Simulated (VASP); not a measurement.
SnO2: relaxation of the atoms with PBE

SnO2:

```
CELL_PARAMETERS angstrom
1.61709 0.93363 4.80059
-1.61709 0.93363 4.80059
0.00000 -1.86726 4.80059
ATOMIC_POSITIONS crystal
Sn 0.52315 0.48407 0.49150
O 0.77430 0.72936 0.79081
O 0.22000 0.22636 0.24871
```

This cell differs from its parent crystal: atoms moved at random.

```json
{
 "Program": "VASP 6.6.1",
 "Task": "relaxation of the atoms",
 "Functional": "PBE",
 "Potentials or basis": "VASP PAW PBE potentials, release 64 (Sn_d, O)",
 "Cutoff": "640 eV",
 "k mesh": "8 × 8 × 8",
 "Occupations": "gaussian, width 0.03 eV",
 "Spin": "no spin polarisation",
 "Tolerance level": "standard",
 "Purpose": "geometry",
 "Further INCAR settings": "ALGO = Normal; EDIFF = 1e-07; IBRION = 2; EDIFFG = -0.002; NSW = 120"
}
```

```
Energy gained by relaxing : 44.0 meV/atom
Ionic steps               : 10
Pressure after relaxing   : 0.3 GPa
Band gap on the k mesh    : 1.94 eV (least direct gap 2.06 eV)
```

Stress tensor (GPa, compression positive):
```
 0.49  0.00  0.01
 0.00  0.49  0.00
 0.01  0.00 -0.14
```

The path:
| step | energy change (eV) | largest force (eV/Å) | pressure (GPa) |
| --- | --- | --- | --- |
| 1 | 0.0000 | 1.7149 | 5.37 |
| 2 | -0.1203 | 0.5367 | 1.06 |
| 3 | -0.1239 | 0.3870 | 1.48 |
| 4 | -0.1312 | 0.0917 | 0.57 |
| 5 | -0.1316 | 0.0756 | 0.31 |
| 6 | -0.1318 | 0.0232 | 0.24 |
| 7 | -0.1318 | 0.0205 | 0.25 |
| 8 | -0.1319 | 0.0053 | 0.27 |
| 9 | -0.1319 | 0.0057 | 0.27 |
| 10 | -0.1319 | 0.0010 | 0.28 |

Final structure:
```
Sn O
1.0
     1.61709    0.93363    4.80059
    -1.61709    0.93363    4.80059
     0.00000   -1.86726    4.80059
Sn O
1 2
Direct
  0.50581 0.47994 0.51034
  0.76911 0.74318 0.77363
  0.24253 0.21667 0.24706
```

Levels at points of the mesh, in eV from the valence-band top:
```csv
k point,band 11,band 12,band 13,band 14,band 15,band 16
"(0.00, 0.00, 0.00)",-0.90,-0.90,-0.12,1.94,5.73,11.03
"(0.50, 0.00, 0.00)",-1.44,-0.58,-0.54,5.33,7.74,10.04
"(0.00, 0.50, 0.00)",-1.44,-0.58,-0.54,5.33,7.74,10.04
"(0.00, 0.00, 0.50)",-1.44,-0.58,-0.54,5.33,7.74,10.04
"(0.50, 0.50, 0.00)",-1.12,-0.45,-0.02,5.08,6.93,10.72
"(0.50, 0.00, 0.50)",-1.12,-0.45,-0.02,5.08,6.93,10.72
"(0.00, 0.50, 0.50)",-1.12,-0.45,-0.02,5.08,6.93,10.72
"(0.50, 0.50, 0.50)",-1.25,-0.85,-0.85,3.17,5.66,11.20
```

It took 5.1 min on 8 MPI ranks on Intel(R) Xeon(R) Platinum 8488C (Sapphire Rapids), with other jobs on the host, peak memory 0.52 GiB a rank.

Caveat: the cell differs from its parent crystal (atoms moved at random); spin-orbit coupling is left out, which moves the levels of the heavy elements. A k mesh can miss the band edges.
